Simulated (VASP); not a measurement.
# Hf (Fm-3m) in VASP: settings compared

The runs below take Hf through electric field gradients, with LDA, PBEsol, r2SCAN, PBE.

All numbers are computed with VASP 6.6.1; they aren't measurements. Logs are shortened: lines on timing, memory, paths and dates and some standing lists are left out, and cuts for length are marked.

### Step 1. The cell of the first run

It takes space group Fm-3m (No. 225, cubic). The conventional cell has a = 4.440 Å, b = 4.440 Å, c = 4.440 Å, α = 90.00°, β = 90.00°, γ = 90.00°. Hf (site symmetry m-3m) has 12 Hf at 3.14 Å within 4.1 Å.

### Step 2. Electric field gradients, LDA

INCAR

```
ALGO     = Normal         # electronic algorithm
EDIFF    = 1E-8           # SCF threshold, eV
ENCUT    = 520            # plane-wave cutoff, eV
ISIF     = 2              # what is computed and relaxed
ISMEAR   = -1             # smearing method
LASPH    = T              # aspherical terms in the spheres
LCHARG   = F              # write CHGCAR
LEFG     = T            
LREAL    = F              # projectors in reciprocal space
LWAVE    = F              # write WAVECAR
NBANDS   = 11             # bands
NELM     = 80             # most SCF steps
PREC     = Accurate       # precision mode
SIGMA    = 0.03           # smearing width, eV
```

KPOINTS

```
k-points
0
Gamma
  16 16 16
```

POSCAR

```
Hf
1.0
    0.0000000000      2.2200000000      2.2200000000
    2.2200000000      0.0000000000      2.2200000000
    2.2200000000      2.2200000000      0.0000000000
Hf
1
Direct
    0.0000000000      0.0000000000      0.0000000000
```

Potentials or basis: VASP PAW LDA potentials, release 64 (Hf_pv).

Command:

```console
$ cat potpaw_LDA.64/Hf_pv/POTCAR > POTCAR
$ mpirun -np 1 vasp_std > vasp.out
```

OUTCAR:

```text
EDIFF = 1E-8
   ENCUT = 520
   ISIF = 2
   ISMEAR = -1
   LASPH = T
   LREAL = F
   NELM = 80
   PREC = Accurate

 ion  position               nearest neighbor table
   1  0.000  0.000  0.000-

  LATTYP: Found a face centered cubic cell.
 ALAT       =     4.4400000000

  Lattice vectors:

 A1 = (   0.0000000000,   2.2200000000,   2.2200000000)
 A2 = (   2.2200000000,   0.0000000000,   2.2200000000)
 A3 = (   2.2200000000,   2.2200000000,   0.0000000000)

Analysis of symmetry for initial positions (statically):
=====================================================================
 Subroutine PRICEL returns:
 Original cell was already a primitive cell.

 Routine SETGRP: Setting up the symmetry group for a
 face centered cubic supercell.

 Subroutine GETGRP returns: Found 48 space group operations
 (whereof 48 operations were pure point group operations)
 out of a pool of 48 trial point group operations.

The static configuration has the point symmetry O_h .

Analysis of symmetry for dynamics (positions and initial velocities):
=====================================================================
 Subroutine PRICEL returns:
 Original cell was already a primitive cell.

 Routine SETGRP: Setting up the symmetry group for a
 face centered cubic supercell.

 Subroutine GETGRP returns: Found 48 space group operations
 (whereof 48 operations were pure point group operations)
 out of a pool of 48 trial point group operations.

The dynamic configuration has the point symmetry O_h .

 Subroutine INISYM returns: Found 48 space group operations
 (whereof 48 operations are pure point group operations),
 and found     1 'primitive' translations

----------------------------------------------------------------------------------------

                                     Primitive cell

  volume of cell :      21.8821

  direct lattice vectors                    reciprocal lattice vectors
     0.000000000  2.220000000  2.220000000    -0.225225225  0.225225225  0.225225225
     2.220000000  0.000000000  2.220000000     0.225225225 -0.225225225  0.225225225
     2.220000000  2.220000000  0.000000000     0.225225225  0.225225225 -0.225225225

  length of vectors
     3.139554108  3.139554108  3.139554108     0.390101533  0.390101533  0.390101533

  position of ions in fractional coordinates (direct lattice)
     0.000000000  0.000000000  0.000000000

  ion indices of the primitive-cell ions
   primitive index   ion index
                 1           1

----------------------------------------------------------------------------------------

 KPOINTS: k-points

Automatic generation of k-mesh.
 Grid dimensions read from file:
 generate k-points for:   16   16   16

 Generating k-lattice:

  Cartesian coordinates                     Fractional coordinates (reciprocal lattice)
    -0.014076577  0.014076577  0.014076577     0.062500000  0.000000000  0.000000000
     0.014076577 -0.014076577  0.014076577     0.000000000  0.062500000  0.000000000
     0.014076577  0.014076577 -0.014076577     0.000000000  0.000000000  0.062500000

  Length of vectors
     0.024381346  0.024381346  0.024381346

  Shift w.r.t. Gamma in fractional coordinates (k-lattice)
     0.000000000  0.000000000  0.000000000

 Subroutine IBZKPT returns following result:
 ===========================================

 Found    145 irreducible k-points:

 Following reciprocal coordinates:
            Coordinates               Weight
  0.000000  0.000000  0.000000      1.000000
  0.062500  0.000000  0.000000      8.000000
  0.125000  0.000000  0.000000      8.000000
  0.187500  0.000000  0.000000      8.000000
  0.250000  0.000000  0.000000      8.000000
  0.312500  0.000000  0.000000      8.000000
[... 16 lines left out ...]
 -0.125000  0.062500  0.000000     24.000000
 -0.062500  0.062500  0.000000     12.000000
 [... further k-points ...]
   k-points           NKPTS =    145   k-points in BZ     NKDIM =    145   number of bands    NBANDS=     11
   number of dos      NEDOS =    301   number of ions     NIONS =      1
   total plane-waves  NPLWV =  13824
   dimension x,y,z NGX =    24 NGY =   24 NGZ =   24
   dimension x,y,z NGXF=    48 NGYF=   48 NGZF=   48
   ions per type =               1
   NGX,Y,Z   is equivalent  to a cutoff of  12.71, 12.71, 12.71 a.u.
   NGXF,Y,Z  is equivalent  to a cutoff of  25.42, 25.42, 25.42 a.u.
 SYSTEM =  unknown system
   PREC   = accura    normal or accurate (medium, high low for compatibility)
   ISTART =      0    job   : 0-new  1-cont  2-samecut
   ICHARG =      2    charge: 1-file 2-atom 10-const
   ISPIN  =      1    spin polarized calculation?
   LNONCOLLINEAR =      F non collinear calculations
   LSORBIT =      F    spin-orbit coupling
   LASPH  =      T    aspherical Exc in radial PAW
   ENCUT  =  520.0 eV  38.22 Ry    6.18 a.u.   5.84  5.84  5.84*2*pi/ulx,y,z
   NELM   =     80;   NELMIN=  2; NELMDL= -5     # of ELM steps
   EDIFF  = 0.1E-07   stopping-criterion for ELM
   LREAL  =      F    real-space projection
   EDIFFG = 0.1E-06   stopping-criterion for IOM
   NSW    =      0    number of steps for IOM
   IBRION =     -1    ionic relax: 0-MD 1-quasi-New 2-CG
   NFREE  =      0    steps in history (QN), initial steepest desc. (CG)
   ISIF   =      2    stress and relaxation
   ISYM   =      2    0-nonsym 1-usesym 2-fastsym
   POTIM  = 0.5000    time-step for ionic-motion
   TEBEG  =    0.0;   TEEND  =   0.0 temperature during run
   PSTRESS=    0.0 pullay stress
   NELECT =      10.0000    total number of electrons
   NUPDOWN=      -1.0000    fix difference up-down
   EMIN   =  10.00;   EMAX   =-10.00  energy-range for DOS
   EFERMI =   0.00;   METHOD = LEGACY
   ISMEAR =    -1;   SIGMA  =   0.03  broadening in eV -4-tet -1-fermi 0-gaus
   EFERMI_NEDOS =   21; number of points for ismear=-14 and -15
   IALGO  =     38    algorithm
   IMIX   =      4    mixing-type and parameters
     AMIX     =   0.40;   BMIX     =  1.00
     AMIX_MAG =   1.60;   BMIX_MAG =  1.00
  volume/ion in A,a.u.               =      21.88       147.67
  Fermi-wavevector in a.u.,A,eV,Ry     =   1.260991  2.382927 21.634588  1.590097
  Thomas-Fermi vector in A             =   2.394472
   LORBIT       =      0    0 simple, 1 ext, 2 COOP (PROOUT), +10 PAW based schemes
   GGA     = CA    functional components
   LHFCALC =     F    Hartree Fock is set to
   AEXX    =    0.0000 exact exchange contribution
   IVDW    =     0    specifies the selected vdW correction
   LEPSILON=     F    determine dielectric tensor
   LRPA    =     F    only Hartree local field effects (RPA)
 non-spin polarized calculation
  energy-cutoff  :      520.00
  volume of cell :       21.88
 maximum number of plane-waves:       609
   NGX = 11   NGY = 11   NGZ = 11

 number of electron      10.0000000 magnetization

 Free energy of the ion-electron system (eV)
  ---------------------------------------------------
  ext. energy  EPLUGINS =         0.00000000
  ---------------------------------------------------
  free energy    TOTEN  =       -10.61139616 eV

  energy without entropy =      -10.60595345  energy(sigma->0) =      -10.60867481

 E-fermi :   4.7776     XC(G=0): -11.5727

 val. band max:        4.7746361741   @ k =  -0.3750   0.1250   0.0000
 cond. band min:       4.7780723380   @ k =   0.3125   0.0000   0.0000
 fundamental gap:      0.0034361639
 Fermi energy:         4.7776009525

 k-point     1 :       0.0000    0.0000    0.0000
  band No.  band energies     occupation
      1     -25.0081      2.00000
      2     -25.0081      2.00000
      3     -25.0081      2.00000
      4      -2.4491      2.00000
      5       6.1088      0.00000
      6       6.1088      0.00000
      7       6.1088      0.00000
      8       8.9376      0.00000
      9       8.9376      0.00000
     10      16.2684      0.00000
     11      16.9586      0.00000

 k-point     2 :       0.0625    0.0000    0.0000
  band No.  band energies     occupation
      1     -25.0446      2.00000
      2     -25.0126      2.00000
      3     -25.0126      2.00000
      4      -2.3077      2.00000
      5       5.9686      0.00000
      6       6.1769      0.00000
      7       6.1769      0.00000
      8       8.8630      0.00000
      9       8.8630      0.00000
     10      16.5818      0.00000
     11      16.9584      0.00000
[... 295 lines left out ...]
 k-point    24 :      -0.0625    0.0625    0.0000
  band No.  band energies     occupation
      1     -25.0956      2.00000
      2     -25.0334      2.00000
      3     -25.0141      2.00000
      4      -2.0770      2.00000
      5       5.7462      0.00000
      6       6.2797      0.00000
      7       6.2982      0.00000
      8       8.5883      0.00000
      9       8.9271      0.00000
     10      16.9580      0.00000
     11      17.0711      0.00000

 [... further k-points ...]
[... 5 lines left out ...]
  --------------------------------------------------------------------------------------
  -------------------------------------------------------------------------------------
  Total       -0.7913098     -0.7913098     -0.7913098     -0.0000000     -0.0000000      0.0000000
  in kB      -57.9386248    -57.9386248    -57.9386248     -0.0000000     -0.0000000      0.0000000
  external PRESSURE =     -57.9386248 kB  Pullay stress =       0.0000000 kB

 VOLUME and BASIS-vectors are now :
 -----------------------------------------------------------------------------
  energy-cutoff  :      520.00
  volume of cell :       21.88
      direct lattice vectors                 reciprocal lattice vectors
     0.000000000  2.220000000  2.220000000    -0.225225225  0.225225225  0.225225225
     2.220000000  0.000000000  2.220000000     0.225225225 -0.225225225  0.225225225
     2.220000000  2.220000000  0.000000000     0.225225225  0.225225225 -0.225225225

 POSITION                                       TOTAL-FORCE (eV/Angst)
 -----------------------------------------------------------------------------------
      0.00000      0.00000      0.00000        -0.000000      0.000000     -0.000000
 -----------------------------------------------------------------------------------
    total drift:                                0.000000      0.000000      0.000000

  FREE ENERGIE OF THE ION-ELECTRON SYSTEM (eV)
  ---------------------------------------------------
  free  energy   TOTEN  =       -10.6113961600 eV

  energy  without entropy=      -10.6059534506  energy(sigma->0) =      -10.60867481

 Electric field gradients (V/A^2)
---------------------------------------------------------------------
 ion       V_xx      V_yy      V_zz      V_xy      V_xz      V_yz
---------------------------------------------------------------------
   1      -0.000    -0.000     0.000    -0.000    -0.000    -0.000
---------------------------------------------------------------------

 Electric field gradients after diagonalization (V/A^2)
 (convention: |V_zz| > |V_xx| > |V_yy|)
----------------------------------------------------------------------
 ion       V_xx      V_yy      V_zz     asymmetry (V_yy - V_xx)/ V_zz
----------------------------------------------------------------------
   1       0.000     0.000    -0.001       0.000
----------------------------------------------------------------------

           NMR quadrupolar parameters

 Cq : quadrupolar parameter    Cq=e*Q*V_zz/h
 eta: asymmetry parameters     (V_yy - V_xx)/ V_zz
 Q  : nuclear electric quadrupole moment in mb (millibarn)
----------------------------------------------------------------------
 ion       Cq(MHz)       eta       Q (mb)
----------------------------------------------------------------------
   1      -0.000       0.000       1.000
----------------------------------------------------------------------
```

It took 9.3 s on 1 thread of Intel Xeon 6975P-C (Granite Rapids), shared host; peak memory 0.15 GiB.

What came out:

```
Free energy            : -10.6114 eV
Pressure               : -5.8 GPa
Band gap on the k mesh : zero (band 5 reaches 6.11 eV, above the bottom of band 6 at 4.38 eV)
```

Levels at points of the mesh, in eV from the Fermi level:
```tsv
k point	band 3	band 4	band 5	band 6	band 7	band 8
(0.00, 0.00, 0.00)	-29.79	-7.23	1.33	1.33	1.33	4.16
(0.50, 0.00, 0.00)	-29.90	-3.70	0.80	1.10	1.10	6.36
(0.50, 0.50, 0.00)	-30.11	-3.36	-2.24	2.77	6.35	7.02
```

Caveat: without QUAD_EFG the Cq values of the log hold for a quadrupole moment of 1 mb, not for the nuclei; spin-orbit coupling is left out, which moves the levels of the heavy elements.

### Step 3. Electric field gradients, PBEsol (functional pbesol, volume scaled by 1.04)

INCAR

```
PREC = Accurate
ENCUT = 520
EDIFF = 1E-8
ISMEAR = -1
SIGMA = 0.03
LREAL = False
LASPH = True
NELM = 80
ALGO = Normal
ISIF = 2
LWAVE = False
LCHARG = False
GGA = PS
LEFG = True
NBANDS = 11
```

KPOINTS

```
regular mesh
0
Gamma
  16 16 16
```

POSCAR

```
Hf
1.0
    0.0000000000      2.2492138765      2.2492138765
    2.2492138765      0.0000000000      2.2492138765
    2.2492138765      2.2492138765      0.0000000000
Hf
1
Direct
    0.0000000000      0.0000000000      0.0000000000
```

Potentials or basis: VASP PAW PBE potentials, release 64 (Hf_pv).

Command:

```console
$ cat potpaw_PBE.64/Hf_pv/POTCAR > POTCAR
$ mpirun -np 1 vasp_std > vasp.out
```

OUTCAR:

```text
PREC = Accurate
   ENCUT = 520
   EDIFF = 1E-8
   ISMEAR = -1
   LREAL = False
   LASPH = True
   NELM = 80
   ISIF = 2
   GGA = PS

 ion  position               nearest neighbor table
   1  0.000  0.000  0.000-

  LATTYP: Found a face centered cubic cell.
 ALAT       =     4.4984277530

  Lattice vectors:

 A1 = (   0.0000000000,   2.2492138765,   2.2492138765)
 A2 = (   2.2492138765,   0.0000000000,   2.2492138765)
[... 543 lines left out ...]
    total drift:                               -0.000000      0.000000     -0.000000

  FREE ENERGIE OF THE ION-ELECTRON SYSTEM (eV)
  ---------------------------------------------------
  free  energy   TOTEN  =       -10.4104011387 eV

  energy  without entropy=      -10.4042767797  energy(sigma->0) =      -10.40733896

 Electric field gradients (V/A^2)
---------------------------------------------------------------------
 ion       V_xx      V_yy      V_zz      V_xy      V_xz      V_yz
---------------------------------------------------------------------
   1       0.000     0.000    -0.000    -0.000    -0.000    -0.000
---------------------------------------------------------------------

 Electric field gradients after diagonalization (V/A^2)
 (convention: |V_zz| > |V_xx| > |V_yy|)
----------------------------------------------------------------------
 ion       V_xx      V_yy      V_zz     asymmetry (V_yy - V_xx)/ V_zz
----------------------------------------------------------------------
   1       0.000     0.000    -0.001       0.000
----------------------------------------------------------------------

           NMR quadrupolar parameters

 Cq : quadrupolar parameter    Cq=e*Q*V_zz/h
 eta: asymmetry parameters     (V_yy - V_xx)/ V_zz
 Q  : nuclear electric quadrupole moment in mb (millibarn)
----------------------------------------------------------------------
 ion       Cq(MHz)       eta       Q (mb)
----------------------------------------------------------------------
   1      -0.000       0.000       1.000
----------------------------------------------------------------------
```

OSZICAR:

```text
N       E                     dE             d eps       ncg     rms          rms(c)
DAV:   1     0.125590352044E+02    0.12559E+02   -0.57271E+03  3238   0.839E+02
DAV:   2    -0.103112677845E+02   -0.22870E+02   -0.22092E+02  3999   0.154E+02
DAV:   3    -0.107984458829E+02   -0.48718E+00   -0.48253E+00  4061   0.153E+01
DAV:   4    -0.108003299590E+02   -0.18841E-02   -0.18835E-02  3701   0.115E+00
DAV:   5    -0.108003403185E+02   -0.10359E-04   -0.10359E-04  4020   0.738E-02    0.458E+01
DAV:   6    -0.105114810276E+02    0.28886E+00   -0.23669E-01  3598   0.353E+00    0.271E+01
DAV:   7    -0.104153573857E+02    0.96124E-01   -0.35322E-01  3709   0.417E+00    0.120E+00
DAV:   8    -0.104103762007E+02    0.49812E-02   -0.27436E-02  3541   0.116E+00    0.401E-01
DAV:   9    -0.104104017695E+02   -0.25569E-04   -0.42798E-04  3860   0.174E-01    0.518E-02
DAV:  10    -0.104104014707E+02    0.29881E-06   -0.23701E-05  3730   0.359E-02    0.495E-02
DAV:  11    -0.104104011513E+02    0.31938E-06   -0.32903E-06  3829   0.136E-02    0.223E-03
DAV:  12    -0.104104011689E+02   -0.17515E-07   -0.45780E-08  3882   0.194E-03    0.120E-03
DAV:  13    -0.104104011364E+02    0.32448E-07   -0.69964E-10  2410   0.212E-04    0.214E-04
DAV:  14    -0.104104011387E+02   -0.22857E-08   -0.54370E-11  2084   0.669E-05
   1 F= -.10410401E+02 E0= -.10407339E+02  d E =-.612436E-02
```

It took 11 s on 1 thread of Intel Xeon 6975P-C (Granite Rapids), shared host; peak memory 0.15 GiB.

Results:

| Property | Result |
| --- | --- |
| Free energy | -10.4104 eV |
| Pressure | -5.7 GPa |
| Band gap on the k mesh | zero (band 5 reaches 5.85 eV, above the bottom of band 6 at 4.08 eV) |

Caveat: without QUAD_EFG the Cq values of the log hold for a quadrupole moment of 1 mb, not for the nuclei; the PAW data sets were made with another functional, which shifts forces and pressure a little; spin-orbit coupling is left out, which moves the levels of the heavy elements.

(Part 1 of 2 ends here.)
